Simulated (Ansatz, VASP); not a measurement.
One calculation of WC, two programs

INCAR

```
PREC     = Accurate       # precision mode
ENCUT    = 520            # plane-wave cutoff, eV
EDIFF    = 1E-7           # SCF threshold, eV
ISMEAR   = 0              # smearing method
SIGMA    = 0.15           # smearing width, eV
LREAL    = False          # projectors in reciprocal space
LASPH    = True           # aspherical terms in the spheres
NELM     = 60             # most SCF steps
ALGO     = Normal         # electronic algorithm
ISIF     = 2              # what is computed and relaxed
LWAVE    = False          # write WAVECAR
LCHARG   = True           # write CHGCAR
GGA      = PS             # functional
LELF     = True           # ELF
LVHAR    = True         
NBANDS   = 46             # bands
```

Contents of KPOINTS:

```
Automatic mesh
0
Gamma
  8 8 8
```

File POSCAR:

```
WC
1.0
    1.4492068329      2.5100998652     -2.8276119072
   -1.4492068329     -2.5100998652     -2.8276119072
   -4.3476204987      2.5100998652      0.0000000000
W C
4 4
Direct
    0.7500000000      0.2500000000      0.5000000000
    0.0000000000      0.0000000000      0.0000000000
    0.5000000000      0.5000000000      0.0000000000
    0.2500000000      0.7500000000      0.5000000000
    0.2500000000      0.2500000000      0.3333333333
    0.5000000000      0.0000000000      0.8333333333
    0.0000000000      0.5000000000      0.8333333333
    0.7500000000      0.7500000000      0.3333333333
```

Input for Ansatz:

```yaml
crystal:
  lattice:
    - [1.4492068329, 2.5100998652, -2.8276119072]
    - [-1.4492068329, -2.5100998652, -2.8276119072]
    - [-4.3476204987, 2.5100998652, 0.0]
  atoms:
    - { symbol: W, position: [0.75, 0.25, 0.5] }
    - { symbol: W, position: [0.0, 0.0, 0.0] }
    - { symbol: W, position: [0.5, 0.5, 0.0] }
    - { symbol: W, position: [0.25, 0.75, 0.5] }
    - { symbol: C, position: [0.25, 0.25, 0.3333333333] }
    - { symbol: C, position: [0.5, 0.0, 0.8333333333] }
    - { symbol: C, position: [0.0, 0.5, 0.8333333333] }
    - { symbol: C, position: [0.75, 0.75, 0.3333333333] }
basis:
  ecutwfc: 420
kpoints:
  mp_grid: { grid: [8, 8, 8] }
hamiltonian:
  xc: pbesol
scf:
  occupations: { method: gaussian, width: 0.15 }
output:
  forces: true
  stress: true
  eigenvalues: true
```

Alike in both runs: task single point; functional PBEsol; k mesh 8 × 8 × 8; occupations gaussian, width 0.15 eV; no spin polarisation.

```csv
,VASP,Ansatz
version,VASP 6.6.1,Ansatz 0.2.0
potentials or method,"VASP PAW PBE potentials, release 64 (W_sv, C), cutoff 520 eV","scalar-relativistic, plane waves, PAW"
valence electrons in the cell,72,72
```

```csv
,VASP,Ansatz,Ansatz less VASP
gap on the k mesh at the Fermi level (eV),none,none,-
pressure (GPa),1.3,0.0,-1.30
"traceless stress, the component that is largest in VASP (GPa)",0.11,-0.13,-0.238
```

VASP's potentials were made for PBE, not for PBEsol. A gap of «none» marks a metal or a gap that the smearing closes.

Spin-orbit coupling is off throughout.
